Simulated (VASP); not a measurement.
# SiO2 (P6_322) in VASP: notebook, part 2 of 2

VASP 6.6.1.

**5. Single point, LDA (14.57 Å³/atom)**

This run uses another cell than the first one, of 14.57 Å³/atom.

Contents of INCAR:

```
PREC     = Accurate       # precision mode
ENCUT    = 520            # plane-wave cutoff, eV
EDIFF    = 1E-6           # SCF threshold, eV
ISMEAR   = 0              # smearing method
SIGMA    = 0.02           # smearing width, eV
LREAL    = F              # projectors in reciprocal space
LASPH    = T              # aspherical terms in the spheres
NELM     = 100            # most SCF steps
ALGO     = Normal         # electronic algorithm
ISIF     = 2              # what is computed and relaxed
LWAVE    = F              # write WAVECAR
LCHARG   = F              # write CHGCAR
GGA      = CA             # functional
NBANDS   = 44             # bands
```

Contents of KPOINTS:

```
regular mesh
0
Gamma
  6 6 4
```

Contents of POSCAR:

```
SiO2
1.0
    4.8651038963      0.0000000000      0.0000000000
   -2.4325519481      4.2133035662      0.0000000000
    0.0000000000      0.0000000000      8.5293472548
Si O
4 8
Direct
    0.6666666667      0.3333333333      0.9365954812
    0.6666666667      0.3333333333      0.5634045188
    0.3333333333      0.6666666667      0.0634045188
    0.3333333333      0.6666666667      0.4365954812
    0.0000000000      0.3850871938      0.0000000000
    0.3850871938      0.3850871938      0.5000000000
    0.6149128062      0.0000000000      0.5000000000
    0.6149128062      0.6149128062      0.0000000000
    0.0000000000      0.6149128062      0.5000000000
    0.6666666667      0.3333333333      0.7500000000
    0.3333333333      0.6666666667      0.2500000000
    0.3850871938      0.0000000000      0.0000000000
```

Potentials or basis: VASP PAW LDA potentials, release 64 (Si, O).

Command:

```sh
cat potpaw_LDA.64/Si/POTCAR potpaw_LDA.64/O/POTCAR > POTCAR
mpirun -np 1 vasp_std > vasp.out
```

OUTCAR:

```text
PREC = Accurate
   ENCUT = 520
   EDIFF = 1E-6
   ISMEAR = 0
   LREAL = F
   LASPH = T
   NELM = 100
   ISIF = 2
   GGA = CA

 ion  position               nearest neighbor table
   1  0.667  0.333  0.937-  10 1.59   5 1.61  12 1.61   8 1.61   3 3.01   3 3.01   3 3.01
   2  0.667  0.333  0.563-  10 1.59   7 1.61   9 1.61   6 1.61   4 3.01   4 3.01   4 3.01
   3  0.333  0.667  0.063-  11 1.59  12 1.61   5 1.61   8 1.61   1 3.01   1 3.01   1 3.01
   4  0.333  0.667  0.437-  11 1.59   9 1.61   7 1.61   6 1.61   2 3.01   2 3.01   2 3.01
   5  0.000  0.385  0.000-   1 1.61   3 1.61
   6  0.385  0.385  0.500-   4 1.61   2 1.61
   7  0.615  0.000  0.500-   2 1.61   4 1.61
   8  0.615  0.615  0.000-   1 1.61   3 1.61
   9  0.000  0.615  0.500-   4 1.61   2 1.61
  10  0.667  0.333  0.750-   1 1.59   2 1.59
  11  0.333  0.667  0.250-   3 1.59   4 1.59
  12  0.385  0.000  0.000-   3 1.61   1 1.61

  LATTYP: Found a hexagonal cell.
 ALAT       =     4.8651038963
 C/A-ratio  =     1.7531685729

  Lattice vectors:

 A1 = (   4.8651038963,   0.0000000000,   0.0000000000)
 A2 = (  -2.4325519481,   4.2133035662,   0.0000000000)
 A3 = (   0.0000000000,   0.0000000000,   8.5293472548)

Analysis of symmetry for initial positions (statically):
=====================================================================
 Subroutine PRICEL returns:
 Original cell was already a primitive cell.

 Routine SETGRP: Setting up the symmetry group for a
 hexagonal supercell.

 Subroutine GETGRP returns: Found 12 space group operations
 (whereof  6 operations were pure point group operations)
 out of a pool of 24 trial point group operations.

The static configuration has the point symmetry D_3 .
 The point group associated with its full space group is D_6 .

Analysis of symmetry for dynamics (positions and initial velocities):
=====================================================================
 Subroutine PRICEL returns:
 Original cell was already a primitive cell.

 Routine SETGRP: Setting up the symmetry group for a
 hexagonal supercell.

 Subroutine GETGRP returns: Found 12 space group operations
 (whereof  6 operations were pure point group operations)
 out of a pool of 24 trial point group operations.

The dynamic configuration has the point symmetry D_3 .
 The point group associated with its full space group is D_6 .

 Subroutine INISYM returns: Found 12 space group operations
 (whereof  6 operations are pure point group operations),
 and found     1 'primitive' translations

----------------------------------------------------------------------------------------

                                     Primitive cell

  volume of cell :     174.8359

  direct lattice vectors                    reciprocal lattice vectors
     4.865103896  0.000000000  0.000000000     0.205545456  0.118671724  0.000000000
    -2.432551948  4.213303566  0.000000000     0.000000000  0.237343449  0.000000000
     0.000000000  0.000000000  8.529347255     0.000000000  0.000000000  0.117242266

  length of vectors
     4.865103896  4.865103896  8.529347255     0.237343449  0.237343449  0.117242266

  position of ions in fractional coordinates (direct lattice)
[... 78 lines left out ...]
   number of dos      NEDOS =    301   number of ions     NIONS =     12
   total plane-waves  NPLWV =  82944
   dimension x,y,z NGX =    36 NGY =   36 NGZ =   64
   dimension x,y,z NGXF=    72 NGYF=   72 NGZF=  128
   ions per type =               4   8
   NGX,Y,Z   is equivalent  to a cutoff of  12.30, 12.30, 12.47 a.u.
   NGXF,Y,Z  is equivalent  to a cutoff of  24.60, 24.60, 24.95 a.u.
 SYSTEM =  unknown system
   PREC   = accura    normal or accurate (medium, high low for compatibility)
   ISTART =      0    job   : 0-new  1-cont  2-samecut
   ICHARG =      2    charge: 1-file 2-atom 10-const
   ISPIN  =      1    spin polarized calculation?
   LNONCOLLINEAR =      F non collinear calculations
   LSORBIT =      F    spin-orbit coupling
   LASPH  =      T    aspherical Exc in radial PAW
   ENCUT  =  520.0 eV  38.22 Ry    6.18 a.u.   9.05  9.05 15.86*2*pi/ulx,y,z
   NELM   =    100;   NELMIN=  2; NELMDL= -5     # of ELM steps
   EDIFF  = 0.1E-05   stopping-criterion for ELM
   LREAL  =      F    real-space projection
   EDIFFG = 0.1E-04   stopping-criterion for IOM
   NSW    =      0    number of steps for IOM
   IBRION =     -1    ionic relax: 0-MD 1-quasi-New 2-CG
   NFREE  =      0    steps in history (QN), initial steepest desc. (CG)
   ISIF   =      2    stress and relaxation
   ISYM   =      2    0-nonsym 1-usesym 2-fastsym
   POTIM  = 0.5000    time-step for ionic-motion
   TEBEG  =    0.0;   TEEND  =   0.0 temperature during run
   PSTRESS=    0.0 pullay stress
   NELECT =      64.0000    total number of electrons
   NUPDOWN=      -1.0000    fix difference up-down
   EMIN   =  10.00;   EMAX   =-10.00  energy-range for DOS
   EFERMI =   0.00;   METHOD = LEGACY
   ISMEAR =     0;   SIGMA  =   0.02  broadening in eV -4-tet -1-fermi 0-gaus
   EFERMI_NEDOS =   21; number of points for ismear=-14 and -15
   IALGO  =     38    algorithm
   IMIX   =      4    mixing-type and parameters
     AMIX     =   0.40;   BMIX     =  1.00
     AMIX_MAG =   1.60;   BMIX_MAG =  1.00
  volume/ion in A,a.u.               =      14.57        98.32
  Fermi-wavevector in a.u.,A,eV,Ry     =   1.171093  2.213044 18.659820  1.371458
  Thomas-Fermi vector in A             =   2.307542
   LORBIT       =      0    0 simple, 1 ext, 2 COOP (PROOUT), +10 PAW based schemes
   GGA     = CA    functional components
   LHFCALC =     F    Hartree Fock is set to
   AEXX    =    0.0000 exact exchange contribution
   IVDW    =     0    specifies the selected vdW correction
   LEPSILON=     F    determine dielectric tensor
   LRPA    =     F    only Hartree local field effects (RPA)
 non-spin polarized calculation
 Gauss-broadening in eV      SIGMA  =   0.02
  energy-cutoff  :      520.00
  volume of cell :      174.84
 maximum number of plane-waves:      4743
   NGX = 19   NGY = 19   NGZ = 31

 number of electron      63.9999995 magnetization

 Free energy of the ion-electron system (eV)
  ---------------------------------------------------
  ext. energy  EPLUGINS =         0.00000000
  ---------------------------------------------------
  free energy    TOTEN  =      -103.61373973 eV

  energy without entropy =     -103.61373973  energy(sigma->0) =     -103.61373973

 E-fermi :  -0.0815     XC(G=0):  -8.8234

 val. band max:       -0.1749881252   @ k =   0.0000   0.0000   0.2500
 cond. band min:       5.2977616407   @ k =   0.0000   0.0000   0.0000
 fundamental gap:      5.4727497658
 Fermi energy:        -0.0815446857

 k-point     1 :       0.0000    0.0000    0.0000
  band No.  band energies     occupation
      1     -19.5797      2.00000
      2     -19.1715      2.00000
      3     -18.0459      2.00000
      4     -17.3652      2.00000
      5     -17.3099      2.00000
      6     -17.3099      2.00000
[... 976 lines left out ...]
     43      10.4074      0.00000
     44      10.4074      0.00000

------------------------ aborting loop because EDIFF is reached ----------------------------------------

  FORCE on cell =-STRESS in cart. coord.  units (eV):
  Direction    XX          YY          ZZ          XY          YZ          ZX
  --------------------------------------------------------------------------------------
  -------------------------------------------------------------------------------------
  Total        2.7567099      2.7567099      2.7133112      0.0000000      0.0000000      0.0000000
  in kB       25.2621887     25.2621887     24.8644882      0.0000000      0.0000000      0.0000000
  external PRESSURE =      25.1296219 kB  Pullay stress =       0.0000000 kB

 VOLUME and BASIS-vectors are now :
 -----------------------------------------------------------------------------
  energy-cutoff  :      520.00
  volume of cell :      174.84
      direct lattice vectors                 reciprocal lattice vectors
     4.865103896  0.000000000  0.000000000     0.205545456  0.118671724  0.000000000
    -2.432551948  4.213303566  0.000000000     0.000000000  0.237343449  0.000000000
     0.000000000  0.000000000  8.529347255     0.000000000  0.000000000  0.117242266

 POSITION                                       TOTAL-FORCE (eV/Angst)
 -----------------------------------------------------------------------------------
      2.43255      1.40443      7.98855         0.000000      0.000000     -0.026011
      2.43255      1.40443      4.80547         0.000000      0.000000      0.026011
     -0.00000      2.80887      0.54080         0.000000      0.000000      0.026011
     -0.00000      2.80887      3.72387         0.000000      0.000000     -0.026011
     -0.93674      1.62249      0.00000         0.017311     -0.029983     -0.000000
      0.93674      1.62249      4.26467        -0.017311     -0.029983     -0.000000
      2.99161      0.00000      4.26467         0.034621      0.000000     -0.000000
      1.49581      2.59081      0.00000         0.017311      0.029983     -0.000000
     -1.49581      2.59081      4.26467        -0.017311      0.029983     -0.000000
      2.43255      1.40443      6.39701         0.000000      0.000000     -0.000000
     -0.00000      2.80887      2.13234         0.000000      0.000000     -0.000000
      1.87349      0.00000      0.00000        -0.034621      0.000000     -0.000000
 -----------------------------------------------------------------------------------
    total drift:                                0.000000     -0.000000      0.000000

  FREE ENERGIE OF THE ION-ELECTRON SYSTEM (eV)
  ---------------------------------------------------
  free  energy   TOTEN  =      -103.6137397319 eV

  energy  without entropy=     -103.6137397319  energy(sigma->0) =     -103.61373973
```

Run time: 1.8 min. Hardware: 1 thread of Intel Xeon Platinum 8488C (Sapphire Rapids), shared host; peak memory 0.27 GiB.

What came out:

* Free energy: -103.6137 eV
* Pressure: 2.5 GPa
* Largest force: 0.035 eV/Å
* Band gap on the k mesh: 5.47 eV (least direct gap 5.58 eV)

Forces on the atoms (eV/Å):
```
Si   0.000  0.000 -0.026
Si   0.000  0.000  0.026
Si   0.000  0.000  0.026
Si   0.000  0.000 -0.026
O    0.017 -0.030  0.000
O   -0.017 -0.030  0.000
O    0.035  0.000  0.000
O    0.017  0.030  0.000
O   -0.017  0.030  0.000
O    0.000  0.000  0.000
O    0.000  0.000  0.000
O   -0.035  0.000  0.000
```

**6. The runs side by side**

| cell | gap on the mesh (eV) | pressure (GPa) | largest force (eV/Å) |
| --- | --- | --- | --- |
| a = 5.015, b = 5.015, c = 8.539 Å, angles 90.0, 90.0, 120.0°, 12 atoms, atomic positions A | 5.42 | 0.5 | 0.02 |
| a = 4.714, b = 4.714, c = 8.504 Å, angles 90.0, 90.0, 120.0°, 12 atoms, atomic positions B | 5.53 | 5.8 | 0.04 |
| a = 4.790, b = 4.790, c = 8.519 Å, angles 90.0, 90.0, 120.0°, 12 atoms, atomic positions C | 5.50 | 4.0 | 0.04 |
| a = 4.865, b = 4.865, c = 8.529 Å, angles 90.0, 90.0, 120.0°, 12 atoms, atomic positions D | 5.47 | 2.5 | 0.03 |

Alike in all rows: task single point; level LDA; potentials or basis VASP PAW LDA potentials, release 64 (Si, O); no spin polarisation; k mesh 6 × 6 × 4; cutoff (eV) 520; smearing gaussian 0.02 eV.

Caveats: the cell stands under pressure (at least some runs).

Absolute energies hang on the potentials; compare differences alone.
